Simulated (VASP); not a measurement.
# MgO (P6_3/mmc) in VASP: a series of runs

MgO is run at these levels: PBE; tasks: single point.

Everything below comes from runs of VASP 6.6.1. Logs are shortened: lines on timing, memory, paths and dates and some standing lists are left out, and cuts for length are marked.

## (1) The cell of the first run

Symmetry: P6_3/mmc, No. 194, hexagonal system. The conventional cell has a = 3.484 Å, b = 3.484 Å, c = 4.185 Å, α = 90.00°, β = 90.00°, γ = 120.00°. Within 2.7 Å of Mg (site symmetry -6m2) lie 5 O at 2.01 to 2.09 Å. Within 2.7 Å of O (site symmetry -6m2) lie 5 Mg at 2.01 to 2.09 Å.

## (2) Single point, PBE

The input, INCAR:

```
SYSTEM = MgO
ALGO = Normal
EDIFF = 1E-6
ENCUT = 600
GGA = PE
GGA_COMPAT = .False.
ISIF = 2
ISMEAR = 0
LASPH = .True.
LCHARG = .False.
LREAL = .False.
LWAVE = .False.
NBANDS = 16
NELM = 120
PREC = Accurate
SIGMA = 0.01
```

The input, KPOINTS:

```
k-points
0
Gamma
  2 2 2
  0 0 0
```

The input, POSCAR:

```
MgO
1.0
    3.4840796084      0.0000000000      0.0000000000
   -1.7420398042      3.0173014497      0.0000000000
    0.0000000000      0.0000000000      4.1853171300
Mg O
2 2
Direct
    0.6666666667      0.3333333333      0.7500000000
    0.3333333333      0.6666666667      0.2500000000
    0.6666666667      0.3333333333      0.2500000000
    0.3333333333      0.6666666667      0.7500000000
```

Potentials or basis: VASP PAW PBE potentials, release 64 (Mg, O).

The run is started by

```bash
$ cat potpaw_PBE.64/Mg/POTCAR potpaw_PBE.64/O/POTCAR > POTCAR
$ mpirun -np 1 vasp_std > vasp.out
```

OUTCAR:

```text
SYSTEM = MgO
   EDIFF = 1E-6
   ENCUT = 600
   GGA = PE
   ISIF = 2
   ISMEAR = 0
   LASPH = .True.
   LREAL = .False.
   NELM = 120
   PREC = Accurate

 ion  position               nearest neighbor table
   1  0.667  0.333  0.750-   4 2.01   4 2.01   4 2.01   3 2.09   3 2.09   2 2.90   2 2.90   2 2.90
                             2 2.90   2 2.90   2 2.90
   2  0.333  0.667  0.250-   3 2.01   3 2.01   3 2.01   4 2.09   4 2.09   1 2.90   1 2.90   1 2.90
                             1 2.90   1 2.90   1 2.90
   3  0.667  0.333  0.250-   2 2.01   2 2.01   2 2.01   1 2.09   1 2.09
   4  0.333  0.667  0.750-   1 2.01   1 2.01   1 2.01   2 2.09   2 2.09

  LATTYP: Found a hexagonal cell.
 ALAT       =     3.4840796084
 C/A-ratio  =     1.2012690869

  Lattice vectors:

 A1 = (   3.4840796084,   0.0000000000,   0.0000000000)
 A2 = (  -1.7420398042,   3.0173014497,   0.0000000000)
 A3 = (   0.0000000000,   0.0000000000,   4.1853171300)

Analysis of symmetry for initial positions (statically):
=====================================================================
 Subroutine PRICEL returns:
 Original cell was already a primitive cell.

 Routine SETGRP: Setting up the symmetry group for a
 hexagonal supercell.

 Subroutine GETGRP returns: Found 24 space group operations
 (whereof 12 operations were pure point group operations)
 out of a pool of 24 trial point group operations.

The static configuration has the point symmetry D_3d.
 The point group associated with its full space group is D_6h.

Analysis of symmetry for dynamics (positions and initial velocities):
=====================================================================
 Subroutine PRICEL returns:
 Original cell was already a primitive cell.

 Routine SETGRP: Setting up the symmetry group for a
 hexagonal supercell.

 Subroutine GETGRP returns: Found 24 space group operations
 (whereof 12 operations were pure point group operations)
 out of a pool of 24 trial point group operations.

The dynamic configuration has the point symmetry D_3d.
 The point group associated with its full space group is D_6h.

 Subroutine INISYM returns: Found 24 space group operations
 (whereof 12 operations are pure point group operations),
 and found     1 'primitive' translations

----------------------------------------------------------------------------------------

                                     Primitive cell

  volume of cell :      43.9982

  direct lattice vectors                    reciprocal lattice vectors
     3.484079608  0.000000000  0.000000000     0.287019848  0.165710987  0.000000000
    -1.742039804  3.017301450  0.000000000     0.000000000  0.331421973  0.000000000
     0.000000000  0.000000000  4.185317130     0.000000000  0.000000000  0.238930520

  length of vectors
     3.484079608  3.484079608  4.185317130     0.331421973  0.331421973  0.238930520

  position of ions in fractional coordinates (direct lattice)
     0.666666667  0.333333333  0.750000000
     0.333333333  0.666666667  0.250000000
     0.666666667  0.333333333  0.250000000
     0.333333333  0.666666667  0.750000000

  ion indices of the primitive-cell ions
   primitive index   ion index
                 1           1
                 2           2
                 3           3
                 4           4

----------------------------------------------------------------------------------------

 KPOINTS: k-points

Automatic generation of k-mesh.
 Grid dimensions read from file:
 generate k-points for:    2    2    2

 Generating k-lattice:

  Cartesian coordinates                     Fractional coordinates (reciprocal lattice)
     0.143509924  0.082855493  0.000000000     0.500000000  0.000000000  0.000000000
     0.000000000  0.165710987  0.000000000     0.000000000  0.500000000  0.000000000
     0.000000000  0.000000000  0.119465260     0.000000000  0.000000000  0.500000000

  Length of vectors
     0.165710987  0.165710987  0.119465260

  Shift w.r.t. Gamma in fractional coordinates (k-lattice)
     0.000000000  0.000000000  0.000000000

 Subroutine IBZKPT returns following result:
 ===========================================

 Found      4 irreducible k-points:

 Following reciprocal coordinates:
            Coordinates               Weight
  0.000000  0.000000  0.000000      1.000000
  0.500000  0.000000  0.000000      3.000000
  0.000000  0.000000  0.500000      1.000000
  0.500000  0.000000  0.500000      3.000000
   k-points           NKPTS =      4   k-points in BZ     NKDIM =      4   number of bands    NBANDS=     16
   number of dos      NEDOS =    301   number of ions     NIONS =      4
   total plane-waves  NPLWV =  28224
   dimension x,y,z NGX =    28 NGY =   28 NGZ =   36
   dimension x,y,z NGXF=    56 NGYF=   56 NGZF=   72
   ions per type =               2   2
   NGX,Y,Z   is equivalent  to a cutoff of  13.36, 13.36, 14.30 a.u.
   NGXF,Y,Z  is equivalent  to a cutoff of  26.72, 26.72, 28.60 a.u.
 SYSTEM =  MgO
   PREC   = accura    normal or accurate (medium, high low for compatibility)
   ISTART =      0    job   : 0-new  1-cont  2-samecut
   ICHARG =      2    charge: 1-file 2-atom 10-const
   ISPIN  =      1    spin polarized calculation?
   LNONCOLLINEAR =      F non collinear calculations
   LSORBIT =      F    spin-orbit coupling
   LASPH  =      T    aspherical Exc in radial PAW
   ENCUT  =  600.0 eV  44.10 Ry    6.64 a.u.   6.96  6.96  8.36*2*pi/ulx,y,z
   NELM   =    120;   NELMIN=  2; NELMDL= -5     # of ELM steps
   EDIFF  = 0.1E-05   stopping-criterion for ELM
   LREAL  =      F    real-space projection
   EDIFFG = 0.1E-04   stopping-criterion for IOM
   NSW    =      0    number of steps for IOM
   IBRION =     -1    ionic relax: 0-MD 1-quasi-New 2-CG
   NFREE  =      0    steps in history (QN), initial steepest desc. (CG)
   ISIF   =      2    stress and relaxation
   ISYM   =      2    0-nonsym 1-usesym 2-fastsym
   POTIM  = 0.5000    time-step for ionic-motion
   TEBEG  =    0.0;   TEEND  =   0.0 temperature during run
   PSTRESS=    0.0 pullay stress
   NELECT =      16.0000    total number of electrons
   NUPDOWN=      -1.0000    fix difference up-down
   EMIN   =  10.00;   EMAX   =-10.00  energy-range for DOS
   EFERMI =   0.00;   METHOD = LEGACY
   ISMEAR =     0;   SIGMA  =   0.01  broadening in eV -4-tet -1-fermi 0-gaus
   EFERMI_NEDOS =   21; number of points for ismear=-14 and -15
   IALGO  =     38    algorithm
   IMIX   =      4    mixing-type and parameters
     AMIX     =   0.40;   BMIX     =  1.00
     AMIX_MAG =   1.60;   BMIX_MAG =  1.00
  volume/ion in A,a.u.               =      11.00        74.23
  Fermi-wavevector in a.u.,A,eV,Ry     =   1.168521  2.208184 18.577951  1.365441
  Thomas-Fermi vector in A             =   2.305006
   LORBIT       =      0    0 simple, 1 ext, 2 COOP (PROOUT), +10 PAW based schemes
   GGA     = PE    functional components
   LHFCALC =     F    Hartree Fock is set to
   AEXX    =    0.0000 exact exchange contribution
   IVDW    =     0    specifies the selected vdW correction
   LEPSILON=     F    determine dielectric tensor
   LRPA    =     F    only Hartree local field effects (RPA)
 non-spin polarized calculation
 Gauss-broadening in eV      SIGMA  =   0.01
  energy-cutoff  :      600.00
  volume of cell :       44.00
 maximum number of plane-waves:      1478
 NGX is ok and might be reduce to    28
   NGX = 13   NGY = 13   NGZ = 17

 number of electron      15.9999999 magnetization

 Free energy of the ion-electron system (eV)
  ---------------------------------------------------
  ext. energy  EPLUGINS =         0.00000000
  ---------------------------------------------------
  free energy    TOTEN  =       -23.47970621 eV

  energy without entropy =      -23.47970621  energy(sigma->0) =      -23.47970621

 E-fermi :   2.1160     XC(G=0): -10.0489

 val. band max:        2.0681542978   @ k =   0.0000   0.0000   0.0000
 cond. band min:       5.4812383067   @ k =   0.0000   0.0000   0.0000
 fundamental gap:      3.4130840089
 Fermi energy:         2.1160412872

 k-point     1 :       0.0000    0.0000    0.0000
  band No.  band energies     occupation
      1     -14.8691      2.00000
      2     -13.4663      2.00000
      3      -1.5993      2.00000
      4       0.3344      2.00000
      5       0.3344      2.00000
      6       1.2652      2.00000
[... 8 lines left out ...]
     15      17.6458      0.00000
     16      17.7081      0.00000

 k-point     2 :       0.5000    0.0000    0.0000
  band No.  band energies     occupation
      1     -14.1668      2.00000
      2     -13.7218      2.00000
      3      -1.5097      2.00000
      4      -0.3172      2.00000
      5      -0.2769      2.00000
      6       0.0950      2.00000
[... 8 lines left out ...]
     15      16.7425      0.00000
     16      16.8082      0.00000

 k-point     3 :       0.0000    0.0000    0.5000
  band No.  band energies     occupation
      1     -14.1724      2.00000
      2     -14.1724      2.00000
      3      -0.3710      2.00000
      4      -0.3710      2.00000
      5       0.7809      2.00000
      6       0.7809      2.00000
[... 8 lines left out ...]
     15      17.8418      0.00000
     16      17.8418      0.00000

 k-point     4 :       0.5000    0.0000    0.5000
  band No.  band energies     occupation
      1     -13.8823      2.00000
      2     -13.8823      2.00000
      3      -1.8251      2.00000
      4      -1.8251      2.00000
      5       0.5292      2.00000
      6       0.5292      2.00000
[... 8 lines left out ...]
     15      16.5776      0.00000
     16      16.5776      0.00000

------------------------ aborting loop because EDIFF is reached ----------------------------------------

  FORCE on cell =-STRESS in cart. coord.  units (eV):
  Direction    XX          YY          ZZ          XY          YZ          ZX
  --------------------------------------------------------------------------------------
  -------------------------------------------------------------------------------------
  Total        1.3159087      1.3159087      0.5917522      0.0000000      0.0000000      0.0000000
  in kB       47.9182782     47.9182782     21.5484131      0.0000000      0.0000000      0.0000000
  external PRESSURE =      39.1283232 kB  Pullay stress =       0.0000000 kB

 VOLUME and BASIS-vectors are now :
 -----------------------------------------------------------------------------
  energy-cutoff  :      600.00
  volume of cell :       44.00
      direct lattice vectors                 reciprocal lattice vectors
     3.484079608  0.000000000  0.000000000     0.287019848  0.165710987  0.000000000
    -1.742039804  3.017301450  0.000000000     0.000000000  0.331421973  0.000000000
     0.000000000  0.000000000  4.185317130     0.000000000  0.000000000  0.238930520

 POSITION                                       TOTAL-FORCE (eV/Angst)
 -----------------------------------------------------------------------------------
      1.74204      1.00577      3.13899        -0.000000      0.000000      0.000000
     -0.00000      2.01153      1.04633         0.000000     -0.000000      0.000000
      1.74204      1.00577      1.04633        -0.000000     -0.000000      0.000000
     -0.00000      2.01153      3.13899         0.000000     -0.000000      0.000000
 -----------------------------------------------------------------------------------
    total drift:                                0.000000     -0.000000      0.000000

  FREE ENERGIE OF THE ION-ELECTRON SYSTEM (eV)
  ---------------------------------------------------
  free  energy   TOTEN  =       -23.4797062070 eV

  energy  without entropy=      -23.4797062070  energy(sigma->0) =      -23.47970621
```

Run time: 5.3 s. Hardware: 1 thread of Intel Xeon Platinum 8488C (Sapphire Rapids), shared host; peak memory 0.16 GiB.

Results:

```yaml
Free_energy: -23.4797 eV
Pressure: 3.9 GPa
Band_gap_on_the_k_mesh: 3.41 eV
```

Caveat: the k points lie up to 1.04 Å⁻¹ apart.

## (3) Single point, PBE

The input, INCAR:

```
SYSTEM = MgO
PREC     = Accurate       ! precision mode
ENCUT    = 600            ! plane-wave cutoff, eV
EDIFF    = 1E-6           ! SCF threshold, eV
ISMEAR   = 0              ! smearing method
SIGMA    = 0.01           ! smearing width, eV
LREAL    = .FALSE.        ! projectors in reciprocal space
LASPH    = .TRUE.         ! aspherical terms in the spheres
NELM     = 120            ! most SCF steps
ALGO     = Normal         ! electronic algorithm
ISIF     = 2              ! what is computed and relaxed
LWAVE    = .FALSE.        ! write WAVECAR
LCHARG   = .FALSE.        ! write CHGCAR
GGA      = PE             ! functional
NBANDS   = 16             ! bands
GGA_COMPAT= .FALSE.
```

The input, KPOINTS:

```
regular mesh
0
G
  3 3 3
  0 0 0
```

POSCAR is that of step 2.

Potentials or basis: VASP PAW PBE potentials, release 64 (Mg, O).

The run is started by

```bash
$ cat potpaw_PBE.64/Mg/POTCAR potpaw_PBE.64/O/POTCAR > POTCAR
$ mpirun -np 1 vasp_std > vasp.out
```

Run time: 6.2 s. Hardware: 1 thread of Intel Xeon Platinum 8488C (Sapphire Rapids), shared host; peak memory 0.16 GiB.

The run converged. Its results:

| Item | Value |
| --- | --- |
| Free energy | -23.6505 eV |
| Pressure | 3.8 GPa |
| Band gap on the k mesh | 3.43 eV |

Stress tensor (GPa, compression positive):
```
3.69 0.00 0.00
0.00 3.69 0.00
0.00 0.00 3.92
```

Levels at points of the mesh, in eV from the valence-band top:
```csv
k point,band 6,band 7,band 8,band 9,band 10,band 11
"(0.00, 0.00, 0.00)",-0.81,-0.81,0.00,3.43,9.47,12.23
```

Caveat: the k points lie up to 0.69 Å⁻¹ apart.

(Continued in part 2 of 2.)
